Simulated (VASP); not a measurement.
Write the native input for VASP 6.6.1 that does the following.

| Property | Result |
| --- | --- |
| Task | single point |
| Functional | PBE |
| Potentials or basis | VASP PAW PBE potentials, release 64 (Al, O) |
| Cutoff | 520 eV |
| k mesh | 6 × 6 × 6 |
| Occupations | gaussian, width 0.1 eV |
| Spin | no spin polarisation |
| Dipole correction | no |
| Further INCAR settings | ALGO = Normal; EDIFF = 1e-06; NBANDS = 17 |

The structure of Al4O lies in POSCAR:

```
Al4O
1.0
    5.6519131208      0.0000000000      0.0000000000
   -2.8259565604      4.8947003426      0.0000000000
    0.0000000000      0.0000000000      3.4115826872
Al O
4 1
Direct
    0.5000000000      0.0000000000      0.5000000000
    0.0000000000      0.5000000000      0.5000000000
    0.5000000000      0.5000000000      0.5000000000
    0.0000000000      0.0000000000      0.5000000000
    0.0000000000      0.0000000000      0.0000000000
```

The cell was built from a structure type or drawn by symmetry, and may not be a known phase.

The input as run:

INCAR

```
ALGO = Normal
EDIFF = 1E-6
ENCUT = 520
GGA = PE
ISIF = 2
ISMEAR = 0
LASPH = True
LCHARG = False
LREAL = False
LWAVE = False
NBANDS = 17
NELM = 80
PREC = Accurate
SIGMA = 0.1
```

KPOINTS

```
k-points
0
Gamma
  6 6 6
```

Potentials or basis: VASP PAW PBE potentials, release 64 (Al, O).

Launch:

```sh
$ cat potpaw_PBE.64/Al/POTCAR potpaw_PBE.64/O/POTCAR > POTCAR
$ mpirun -np 1 vasp_std > vasp.out
```

Results of the run:

The pressure is 0.0 GPa. The band gap on the k mesh is zero (bands 9 and 10 overlap by 2.59 eV).

Wall time 27 s on 1 thread of AMD EPYC 9R45 (Zen 5), on a shared host, peak memory 0.18 GiB.
